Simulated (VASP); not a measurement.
Se: single point with PBE

The system is Se.

```
Se
1.0
     4.35517    0.00000    0.00000
    -2.17759    3.77169    0.00000
     0.00000    0.00000    4.94945
Se
3
Direct
  0.78300 0.78300 0.50000
  0.00000 0.21700 0.83333
  0.21700 0.00000 0.16667
```

```json
{
  "Program": "VASP 6.6.1",
  "Task": "single point",
  "Functional": "PBE",
  "Potentials or basis": "VASP PAW PBE potentials, release 64 (Se)",
  "Cutoff": "520 eV",
  "k mesh": "7 × 7 × 6",
  "Occupations": "fermi-dirac, width 0.05 eV",
  "Spin": "no spin polarisation"
}
```

```
Pressure               : 5.7 GPa
Largest force          : 1.188 eV/Å
Band gap on the k mesh : 1.16 eV (least direct gap 1.38 eV)
```

Forces on the atoms (eV/Å):
```
Se  -0.594 -1.029  0.000
Se  -0.594  1.029  0.000
Se   1.188  0.000  0.000
```

Stress tensor (GPa, compression positive):
```
4.74 0.00 0.00
0.00 4.74 0.00
0.00 0.00 7.63
```

Levels at points of the mesh, in eV from the valence-band top:
| k point | band 7 | band 8 | band 9 | band 10 | band 11 | band 12 |
| --- | --- | --- | --- | --- | --- | --- |
| (0.00, 0.00, 0.00) | -2.20 | -2.20 | -0.42 | 2.05 | 2.05 | 2.44 |
| (0.00, 0.00, 0.50) | -1.58 | -1.58 | -1.23 | 1.27 | 1.42 | 1.42 |

It took 60 s on 1 thread of Intel Xeon 8259CL, with other jobs on the host, peak memory 0.2 GiB.

Caveat: the cell stands under pressure; an odd mesh through Γ misses points on the zone boundary, where band edges can lie; forces of over 1 eV/Å act on the atoms, so gaps and moduli don't describe the material at rest.
